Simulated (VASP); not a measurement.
KBr, 2 atoms in the cell. Symmetry: F-43m, No. 216, cubic system. The conventional cell has a = 7.517 Å, b = 7.517 Å, c = 7.517 Å, α = 90.00°, β = 90.00°, γ = 90.00°. K (site symmetry -43m) has 4 Br at 3.25 Å within 4.3 Å. Br (site symmetry -43m) has 4 K at 3.25 Å within 4.3 Å. 

* Program: VASP 6.6.1
* Task: single point
* Functional: PBE
* Potentials or basis: VASP PAW PBE potentials, release 64 (K_sv, Br)
* Cutoff: 520 eV
* k mesh: 6 × 6 × 6
* Occupations: gaussian, width 0.01 eV
* Spin: no spin polarisation
* Dipole correction: no
* Further INCAR settings: ALGO = Normal; EDIFF = 1e-06; NBANDS = 15

Potentials or basis: VASP PAW PBE potentials, release 64 (K_sv, Br).

Run with:

```console
$ cat potpaw_PBE.64/K_sv/POTCAR potpaw_PBE.64/Br/POTCAR > POTCAR
$ mpirun -np 1 vasp_std > vasp.out
```

Hardware: 1 thread of Intel Xeon 8259CL, with other jobs on the host.

How long does it take, and how much memory?

Wall time 46 s on 1 thread of Intel Xeon 8259CL, on a shared host, peak memory 0.24 GiB. Counts: scf iterations 13, k points 16.
